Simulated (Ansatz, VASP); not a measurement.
## One calculation of Ni, two programs

```xyz
1
Lattice="0.0000 1.7393 1.7393 1.7393 0.0000 1.7393 1.7393 1.7393 0.0000" Properties=species:S:1:pos:R:3 pbc="T T T"
Ni    0.0000    0.0000    0.0000
```

Alike in both runs: functional r2SCAN; k mesh 20 × 20 × 20; occupations gaussian, width 0.1 eV; collinear spin.

Ansatz relaxed the structure, and its values are those at the end. VASP's run is a single point on that final structure, the one shown.

|  | VASP | Ansatz |
| --- | --- | --- |
| version | VASP 6.6.1 | Ansatz 0.2.0 |
| potentials or method | VASP PAW PBE potentials, release 64 (Ni), cutoff 520 eV | scalar-relativistic, plane waves, PAW |
| valence electrons in the cell | 10 | 18 |

|  | VASP | Ansatz | Ansatz less VASP |
| --- | --- | --- | --- |
| gap on the k mesh at the Fermi level (eV) | none | none | - |
| pressure (GPa) | 0.2 | 0.0 | -0.21 |
| net moment per atom (μB) | 0.72 | 0.75 | +0.026 |
| size of the moment on the site where the two differ most (μB) | 0.74 | 0.82 | +0.074 |

VASP's potentials were made for PBE, not for r2SCAN. Site moments also hang on the region over which each program counts them. A gap of «none» marks a metal or a gap that the smearing closes. VASP's potentials hold 10 valence electrons a cell and Ansatz's 18, so a difference there can come from the potentials and not from the codes.
